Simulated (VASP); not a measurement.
A run of VASP 6.6.1 is set up as follows.

INCAR

```
SYSTEM = SnO
  PREC = Accurate
  ENCUT = 520
  EDIFF = 1E-6
  ISMEAR = 0
  SIGMA = 0.15
  LREAL = .FALSE.
  LASPH = .TRUE.
  NELM = 100
  ALGO = Normal
  ISIF = 2
  LWAVE = .FALSE.
  LCHARG = .FALSE.
  GGA = CA
  NBANDS = 28
```

Contents of KPOINTS:

```
Automatic mesh
0
G
  10 10 8
  0 0 0
```

Contents of POSCAR:

```
SnO
1.0
    3.6528000000      0.0000000000      0.0000000000
    0.0000000000      3.6528000000      0.0000000000
    0.0000000000      0.0000000000      4.8890000000
Sn O
2 2
Direct
    0.0000000000      0.5000000000      0.2455950842
    0.5000000000      0.0000000000      0.7544049158
    0.0000000000      0.0000000000      0.0000000000
    0.5000000000      0.5000000000      0.0000000000
```

Potentials or basis: VASP PAW LDA potentials, release 64 (Sn_d, O).

Launch:

```sh
$ cat potpaw_LDA.64/Sn_d/POTCAR potpaw_LDA.64/O/POTCAR > POTCAR
$ mpirun -np 1 vasp_std > vasp.out
```

Problem. Predict the largest force.

Solution. 0.106 eV/Å.

Problem. Estimate the pressure.

Solution. 3.0 GPa.

Problem. What does it give for the band gap on the k mesh?

Solution. Zero (band 20 reaches 8.18 eV, above the bottom of band 21 at 7.53 eV).

Stress tensor (GPa, compression positive):
```
 5.55  0.00  0.00
 0.00  5.55  0.00
 0.00  0.00 -2.03
```

Caveat: spin-orbit coupling is left out, which moves the levels of the heavy elements.
